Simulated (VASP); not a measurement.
# Fe (Pm-3m) in VASP: notebook

Runs on Fe. Level: RPBE. Tasks: single point.

All numbers are computed with VASP 6.6.1; they aren't measurements. Logs are shortened: lines on timing, memory, paths and dates and some standing lists are left out, and cuts for length are marked.

### Step 1. The cell of the first run

The structure is cubic, space group Pm-3m (No. 221). The conventional cell has a = 2.288 Å, b = 2.288 Å, c = 2.288 Å, α = 90.00°, β = 90.00°, γ = 90.00°. Within 3.0 Å of Fe (site symmetry m-3m) lie 6 Fe at 2.29 Å.

### Step 2. Single point, RPBE

INCAR

```
PREC     = Accurate       # precision mode
ENCUT    = 520            # plane-wave cutoff, eV
EDIFF    = 1E-7           # SCF threshold, eV
ISMEAR   = -1             # smearing method
SIGMA    = 0.1            # smearing width, eV
LREAL    = False          # projectors in reciprocal space
LASPH    = True           # aspherical terms in the spheres
NELM     = 60             # most SCF steps
ALGO     = Normal         # electronic algorithm
ISIF     = 2              # what is computed and relaxed
LWAVE    = False          # write WAVECAR
LCHARG   = True           # write CHGCAR
GGA      = RP             # functional
LELF     = True           # ELF
LVHAR    = True         
NBANDS   = 10             # bands
```

KPOINTS

```
Automatic mesh
0
Gamma
  15 15 15
```

POSCAR

```
Fe
1.0
    2.2879948557      0.0000000000      0.0000000000
    0.0000000000      2.2879948557      0.0000000000
    0.0000000000      0.0000000000      2.2879948557
Fe
1
Direct
    0.0000000000      0.0000000000      0.0000000000
```

Potentials or basis: VASP PAW PBE potentials, release 64 (Fe).

Started as:

```sh
cat potpaw_PBE.64/Fe/POTCAR > POTCAR
mpirun -np 1 vasp_std > vasp.out
```

OUTCAR:

```text
PREC = Accurate
   ENCUT = 520
   EDIFF = 1E-7
   ISMEAR = -1
   LREAL = False
   LASPH = True
   NELM = 60
   ISIF = 2
   GGA = RP

 ion  position               nearest neighbor table
   1  0.000  0.000  0.000-

  LATTYP: Found a simple cubic cell.
 ALAT       =     2.2879948557

  Lattice vectors:

 A1 = (   2.2879948557,   0.0000000000,   0.0000000000)
 A2 = (   0.0000000000,   2.2879948557,   0.0000000000)
 A3 = (   0.0000000000,   0.0000000000,   2.2879948557)

Analysis of symmetry for initial positions (statically):
=====================================================================
 Subroutine PRICEL returns:
 Original cell was already a primitive cell.

 Routine SETGRP: Setting up the symmetry group for a
 simple cubic supercell.

 Subroutine GETGRP returns: Found 48 space group operations
 (whereof 48 operations were pure point group operations)
 out of a pool of 48 trial point group operations.

The static configuration has the point symmetry O_h .

Analysis of symmetry for dynamics (positions and initial velocities):
=====================================================================
 Subroutine PRICEL returns:
 Original cell was already a primitive cell.

 Routine SETGRP: Setting up the symmetry group for a
 simple cubic supercell.

 Subroutine GETGRP returns: Found 48 space group operations
 (whereof 48 operations were pure point group operations)
 out of a pool of 48 trial point group operations.

The dynamic configuration has the point symmetry O_h .

 Subroutine INISYM returns: Found 48 space group operations
 (whereof 48 operations are pure point group operations),
 and found     1 'primitive' translations

----------------------------------------------------------------------------------------

                                     Primitive cell

  volume of cell :      11.9775

  direct lattice vectors                    reciprocal lattice vectors
     2.287994856  0.000000000  0.000000000     0.437063920  0.000000000  0.000000000
     0.000000000  2.287994856  0.000000000     0.000000000  0.437063920  0.000000000
     0.000000000  0.000000000  2.287994856     0.000000000  0.000000000  0.437063920

  length of vectors
     2.287994856  2.287994856  2.287994856     0.437063920  0.437063920  0.437063920

  position of ions in fractional coordinates (direct lattice)
     0.000000000  0.000000000  0.000000000

  ion indices of the primitive-cell ions
   primitive index   ion index
                 1           1

----------------------------------------------------------------------------------------

 KPOINTS: Automatic mesh

Automatic generation of k-mesh.
 Grid dimensions read from file:
 generate k-points for:   15   15   15

 Generating k-lattice:

  Cartesian coordinates                     Fractional coordinates (reciprocal lattice)
     0.029137595  0.000000000  0.000000000     0.066666667  0.000000000  0.000000000
     0.000000000  0.029137595  0.000000000     0.000000000  0.066666667  0.000000000
     0.000000000  0.000000000  0.029137595     0.000000000  0.000000000  0.066666667

  Length of vectors
     0.029137595  0.029137595  0.029137595

  Shift w.r.t. Gamma in fractional coordinates (k-lattice)
     0.000000000  0.000000000  0.000000000

 Subroutine IBZKPT returns following result:
 ===========================================

 Found    120 irreducible k-points:

 Following reciprocal coordinates:
            Coordinates               Weight
  0.000000  0.000000  0.000000      1.000000
  0.066667  0.000000  0.000000      6.000000
  0.133333  0.000000  0.000000      6.000000
  0.200000  0.000000  0.000000      6.000000
  0.266667  0.000000  0.000000      6.000000
  0.333333  0.000000  0.000000      6.000000
[... 16 lines left out ...]
  0.266667  0.200000  0.000000     24.000000
  0.333333  0.200000  0.000000     24.000000
 [... further k-points ...]
   k-points           NKPTS =    120   k-points in BZ     NKDIM =    120   number of bands    NBANDS=     10
   number of dos      NEDOS =    301   number of ions     NIONS =      1
   total plane-waves  NPLWV =   5832
   dimension x,y,z NGX =    18 NGY =   18 NGZ =   18
   dimension x,y,z NGXF=    36 NGYF=   36 NGZF=   36
   ions per type =               1
   NGX,Y,Z   is equivalent  to a cutoff of  13.08, 13.08, 13.08 a.u.
   NGXF,Y,Z  is equivalent  to a cutoff of  26.16, 26.16, 26.16 a.u.
 SYSTEM =  unknown system
   PREC   = accura    normal or accurate (medium, high low for compatibility)
   ISTART =      0    job   : 0-new  1-cont  2-samecut
   ICHARG =      2    charge: 1-file 2-atom 10-const
   ISPIN  =      1    spin polarized calculation?
   LNONCOLLINEAR =      F non collinear calculations
   LSORBIT =      F    spin-orbit coupling
   LASPH  =      T    aspherical Exc in radial PAW
   ENCUT  =  520.0 eV  38.22 Ry    6.18 a.u.   4.25  4.25  4.25*2*pi/ulx,y,z
   NELM   =     60;   NELMIN=  2; NELMDL= -5     # of ELM steps
   EDIFF  = 0.1E-06   stopping-criterion for ELM
   LREAL  =      F    real-space projection
   EDIFFG = 0.1E-05   stopping-criterion for IOM
   NSW    =      0    number of steps for IOM
   IBRION =     -1    ionic relax: 0-MD 1-quasi-New 2-CG
   NFREE  =      0    steps in history (QN), initial steepest desc. (CG)
   ISIF   =      2    stress and relaxation
   ISYM   =      2    0-nonsym 1-usesym 2-fastsym
   POTIM  = 0.5000    time-step for ionic-motion
   TEBEG  =    0.0;   TEEND  =   0.0 temperature during run
   PSTRESS=    0.0 pullay stress
   NELECT =       8.0000    total number of electrons
   NUPDOWN=      -1.0000    fix difference up-down
   EMIN   =  10.00;   EMAX   =-10.00  energy-range for DOS
   EFERMI =   0.00;   METHOD = LEGACY
   ISMEAR =    -1;   SIGMA  =   0.10  broadening in eV -4-tet -1-fermi 0-gaus
   EFERMI_NEDOS =   21; number of points for ismear=-14 and -15
   IALGO  =     38    algorithm
   IMIX   =      4    mixing-type and parameters
     AMIX     =   0.40;   BMIX     =  1.00
     AMIX_MAG =   1.60;   BMIX_MAG =  1.00
  volume/ion in A,a.u.               =      11.98        80.83
  Fermi-wavevector in a.u.,A,eV,Ry     =   1.431033  2.704261 27.862782  2.047857
  Thomas-Fermi vector in A             =   2.550814
   LORBIT       =      0    0 simple, 1 ext, 2 COOP (PROOUT), +10 PAW based schemes
   GGA     = RP    functional components
   LHFCALC =     F    Hartree Fock is set to
   AEXX    =    0.0000 exact exchange contribution
   IVDW    =     0    specifies the selected vdW correction
   LEPSILON=     F    determine dielectric tensor
   LRPA    =     F    only Hartree local field effects (RPA)
 non-spin polarized calculation
  energy-cutoff  :      520.00
  volume of cell :       11.98
 maximum number of plane-waves:       341
 NGX is ok and might be reduce to    18
   NGX =  9   NGY =  9   NGZ =  9

 number of electron       7.9999993 magnetization

 Free energy of the ion-electron system (eV)
  ---------------------------------------------------
  ext. energy  EPLUGINS =         0.00000000
  ---------------------------------------------------
  free energy    TOTEN  =        -6.64451259 eV

  energy without entropy =       -6.56410473  energy(sigma->0) =       -6.60430866

 E-fermi :   5.6486     XC(G=0): -12.6638

 val. band max:        5.6441694617   @ k =   0.4000   0.2667   0.2000
 cond. band min:       5.6500786579   @ k =   0.2667   0.0667   0.0000
 fundamental gap:      0.0059091961
 Fermi energy:         5.6486273315

 k-point     1 :       0.0000    0.0000    0.0000
  band No.  band energies     occupation
      1      -2.4810      2.00000
      2       2.0041      2.00000
      3       2.0041      2.00000
      4       6.5813      0.00018
      5       6.5813      0.00018
      6       6.5813      0.00018
      7      26.0388      0.00000
      8      26.0388      0.00000
      9      26.0388      0.00000
     10      29.9917      0.00000

 k-point     2 :       0.0667    0.0000    0.0000
  band No.  band energies     occupation
      1      -2.3400      2.00000
      2       2.0294      2.00000
      3       2.0864      2.00000
      4       6.5081      0.00037
      5       6.5081      0.00037
      6       6.5871      0.00017
      7      24.3755      0.00000
      8      26.2386      0.00000
      9      26.2386      0.00000
     10      29.9748      0.00000

 k-point     3 :       0.1333    0.0000    0.0000
  band No.  band energies     occupation
      1      -1.9280      2.00000
      2       2.1015      2.00000
      3       2.3249      2.00000
      4       6.3057      0.00280
      5       6.3057      0.00280
      6       6.6034      0.00014
      7      21.6362      0.00000
      8      26.8221      0.00000
      9      26.8221      0.00000
     10      29.9235      0.00000

 k-point     4 :       0.2000    0.0000    0.0000
  band No.  band energies     occupation
      1      -1.2782      2.00000
      2       2.2094      2.00000
      3       2.6947      2.00000
      4       6.0186      0.04828
      5       6.0186      0.04828
      6       6.6275      0.00011
      7      18.9023      0.00000
      8      27.7484      0.00000
      9      27.7484      0.00000
     10      29.8386      0.00000
[... 222 lines left out ...]
 k-point    22 :       0.2000    0.2000    0.0000
  band No.  band energies     occupation
      1      -0.1935      2.00000
      2       2.6080      2.00000
      3       3.2148      2.00000
      4       5.5098      1.60051
      5       6.0250      0.04535
      6       6.1581      0.01218
      7      19.2476      0.00000
      8      21.0107      0.00000
      9      29.3674      0.00000
     10      31.3119      0.00000

 k-point    23 :       0.2667    0.2000    0.0000
  band No.  band energies     occupation
      1       0.5026      2.00000
      2       2.7362      2.00000
      3       3.6197      2.00000
      4       5.4003      1.84586
      5       5.7765      0.43561
      6       6.1480      0.01347
      7      17.2056      0.00000
      8      21.3275      0.00000
      9      30.5220      0.00000
     10      31.4449      0.00000

 k-point    24 :       0.3333    0.2000    0.0000
  band No.  band energies     occupation
      1       1.2185      2.00000
      2       2.8156      2.00000
      3       3.8330      2.00000
      4       5.5065      1.61111
      5       5.7287      0.61980
      6       6.1819      0.00961
      7      14.9319      0.00000
      8      22.2813      0.00000
      9      30.7938      0.00000
     10      31.9083      0.00000

 [... further k-points ...]

------------------------ aborting loop because EDIFF is reached ----------------------------------------

  FORCE on cell =-STRESS in cart. coord.  units (eV):
  Direction    XX          YY          ZZ          XY          YZ          ZX
  --------------------------------------------------------------------------------------
  -------------------------------------------------------------------------------------
  Total       -0.0597415     -0.0597415     -0.0597415      0.0000000      0.0000000      0.0000000
  in kB       -7.9913823     -7.9913823     -7.9913823      0.0000000      0.0000000      0.0000000
  external PRESSURE =      -7.9913823 kB  Pullay stress =       0.0000000 kB

 VOLUME and BASIS-vectors are now :
 -----------------------------------------------------------------------------
  energy-cutoff  :      520.00
  volume of cell :       11.98
      direct lattice vectors                 reciprocal lattice vectors
     2.287994856  0.000000000  0.000000000     0.437063920  0.000000000  0.000000000
     0.000000000  2.287994856  0.000000000     0.000000000  0.437063920  0.000000000
     0.000000000  0.000000000  2.287994856     0.000000000  0.000000000  0.437063920

 POSITION                                       TOTAL-FORCE (eV/Angst)
 -----------------------------------------------------------------------------------
      0.00000      0.00000      0.00000         0.000000      0.000000      0.000000
 -----------------------------------------------------------------------------------
    total drift:                                0.000000      0.000000      0.000000

  FREE ENERGIE OF THE ION-ELECTRON SYSTEM (eV)
  ---------------------------------------------------
  free  energy   TOTEN  =        -6.6445125938 eV

  energy  without entropy=       -6.5641047330  energy(sigma->0) =       -6.60430866
```

Wall time 7.3 s (1 thread of Intel Xeon Platinum 8488C (Sapphire Rapids), shared host); peak memory 0.12 GiB.

Results:

- Free energy: -6.6445 eV
- Pressure: -0.8 GPa
- Band gap on the k mesh: zero (band 4 reaches 7.59 eV, above the bottom of band 5 at 5.01 eV)

Caveat: the PAW data sets were made with another functional, which shifts forces and pressure a little; the run has no spin polarisation, though such a crystal can be magnetic.

(Continued in part 2 of 2.)
